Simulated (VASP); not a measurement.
Runs of VASP 6.6.1 on Al2Cu. Symmetry: I4/mcm, No. 140, tetragonal system. Conventional cell: a = 6.067 Å, b = 6.067 Å, c = 4.877 Å, α = 90.00°, β = 90.00°, γ = 90.00°. Within 3.2 Å of Cu (site symmetry 422) lie 2 Cu at 2.44 Å and 8 Al at 2.59 Å. Al (site symmetry m2m) has 4 Cu at 2.59 Å and 11 Al at 2.71 to 3.23 Å within 3.4 Å. 

```csv
level,potentials or basis,gap on the mesh (eV),pressure (GPa),largest force (eV/Å)
LDA,"VASP PAW LDA potentials, release 64 (Cu, Al)",none,(a),0.10
revPBE,"VASP PAW PBE potentials, release 64 (Cu, Al)",none,1.6,0.02
BLYP,"VASP PAW PBE potentials, release 64 (Cu, Al)",none,4.5,0.09
r2SCAN,"VASP PAW PBE potentials, release 64 (Cu, Al)",none,-4.0,0.08
RPBE,"VASP PAW PBE potentials, release 64 (Cu, Al)",none,(b),0.03
```

Alike in all rows: task single point; no spin polarisation; cell as given; k mesh 7 × 7 × 7; cutoff (eV) 520; smearing fermi-dirac 0.05 eV.

Q: Fill in the values left out.

A: (a) -5.9; (b) 2.1.

Caveats: the PAW data sets were made with another functional, which shifts forces and pressure a little (at least some runs); the cell stands under tension (at least some runs); the cell stands under pressure (at least some runs).

A gap of «none» marks levels without a gap at the run's occupations.
